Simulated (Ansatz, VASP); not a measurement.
WS2: VASP and Ansatz over several settings

```
W S
1.0
     1.57900    0.91164    6.16333
    -1.57900    0.91164    6.16333
     0.00000   -1.82327    6.16333
W S
1 2
Direct
  0.00000 0.00000 0.00000
  0.75030 0.75030 0.75030
  0.58100 0.58100 0.58100
```

Single points on this cell with VASP 6.6.1 and Ansatz 0.2.0. Each row is one pair of runs. Alike in all rows: k mesh: 7 × 7 × 7; smearing: gaussian, width 0.05 eV; VASP's potentials, cutoff: VASP PAW PBE potentials, release 64 (W_sv, S), 520 eV.

| level | spin | Ansatz's potentials, cutoff | gap on the k mesh at the Fermi level (eV), VASP | gap on the k mesh at the Fermi level (eV), Ansatz | least direct gap on the mesh (eV), VASP | least direct gap on the mesh (eV), Ansatz | pressure (GPa), VASP | pressure (GPa), Ansatz |
| --- | --- | --- | --- | --- | --- | --- | --- | --- |
| PBEsol+U (W d U = 6.0 eV) | off | Ansatz PAW, 420 eV | 1.13 | 1.35 | 2.37 | 2.15 | 4.8 | -0.1 |
| PBEsol | collinear, typed start | Ansatz PAW, 420 eV | ? | 1.09 | ? | 2.30 | ? | -0.6 |
| PBEsol+U (W d U = 6.0 eV) | collinear, typed start | Ansatz PAW, 420 eV | 1.13 | 1.35 | 2.37 | 2.15 | 4.8 | -0.1 |
| r2SCAN | collinear, typed start | Ansatz PAW, 500 eV | 1.26 | 1.25 | 2.46 | 2.45 | 2.8 | 2.6 |
| r2SCAN+U (W d U = 2.0 eV) | collinear, typed start | Ansatz PAW, 500 eV | 1.27 | 1.31 | 2.47 | 2.52 | 4.5 | 2.7 |

Problem. Fill in what VASP gave in row 2.

Solution. gap on the k mesh at the Fermi level (eV): 1.11; least direct gap on the mesh (eV): 2.32; pressure (GPa): -0.5.

Neither program's run includes spin-orbit coupling. Noted on Ansatz's runs: odd divisions of the mesh miss points on the zone boundary, where band edges often lie, so the gap on the mesh can be too wide; the magnetic or orbital state may not be the lowest.
